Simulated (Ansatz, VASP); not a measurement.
Li2Se in VASP and in Ansatz

File INCAR:

```
PREC     = Accurate       # precision mode
ENCUT    = 650            # plane-wave cutoff, eV
EDIFF    = 1E-8           # SCF threshold, eV
ISMEAR   = -1             # smearing method
SIGMA    = 0.02           # smearing width, eV
LREAL    = F              # projectors in reciprocal space
LASPH    = T              # aspherical terms in the spheres
NELM     = 120            # most SCF steps
ALGO     = Normal         # electronic algorithm
ISIF     = 2              # what is computed and relaxed
LWAVE    = F              # write WAVECAR
LCHARG   = F              # write CHGCAR
GGA      = PE             # functional
LEFG     = T            
NBANDS   = 13             # bands
GGA_COMPAT= F
```

KPOINTS

```
regular mesh
0
Gamma
  8 8 8
```

Contents of POSCAR:

```
Li2Se
1.0
    0.0000000000      3.0025000000      3.0025000000
    3.0025000000      0.0000000000      3.0025000000
    3.0025000000      3.0025000000      0.0000000000
Li Se
2 1
Direct
    0.2500000000      0.2500000000      0.2500000000
    0.7500000000      0.7500000000      0.7500000000
    0.0000000000      0.0000000000      0.0000000000
```

Input for Ansatz:

```yaml
crystal:
  lattice:
    - [0.0, 3.0025, 3.0025]
    - [3.0025, 0.0, 3.0025]
    - [3.0025, 3.0025, 0.0]
  atoms:
    - { symbol: Li, position: [0.25, 0.25, 0.25] }
    - { symbol: Li, position: [0.75, 0.75, 0.75] }
    - { symbol: Se, position: [0.0, 0.0, 0.0] }
kpoints:
  mp_grid: { grid: [8, 8, 8] }
  band_path:
    path:
      - [0.0, 0.0, 0.0]
      - [0.5, 0.0, 0.5]
      - [0.625, 0.25, 0.625]
      - [0.375, 0.375, 0.75]
      - [0.0, 0.0, 0.0]
      - [0.5, 0.5, 0.5]
      - [0.5, 0.25, 0.75]
      - [0.5, 0.0, 0.5]
    npoints: 8
scf:
  occupations: { method: fermi_dirac, width: 0.02 }
hamiltonian:
  xc: pbe
  pseudopotentials: { kind: paw }
output:
  forces: true
  stress: true
  eigenvalues: true
  efg: { contact_densities: true }
  populations: true
  bader: true
  dos: { projected: true, de: 0.2, e_range: [-14, 8] }
```

Alike in both runs: task electric field gradients; functional PBE; k mesh 8 × 8 × 8; occupations fermi-dirac, width 0.02 eV; no spin polarisation.

|  | VASP | Ansatz |
| --- | --- | --- |
| version | VASP 6.6.1 | Ansatz 0.2.0 |
| potentials or method | VASP PAW PBE potentials, release 64 (Li_sv, Se) | PAW with Ansatz's default frozen-core files, scalar-relativistic |
| plane-wave cutoff (eV) | 650 | 420 |
| valence electrons in the cell | 12 | 22 |

|  | VASP | Ansatz | Ansatz less VASP |
| --- | --- | --- | --- |
| gap on the k mesh at the Fermi level (eV) | 2.97 | 2.98 | +0.007 |
| pressure (GPa) | -0.1 | 0.0 | +0.10 |

VASP's potentials hold 12 valence electrons a cell and Ansatz's 22, so a difference there can come from the potentials and not from the codes.
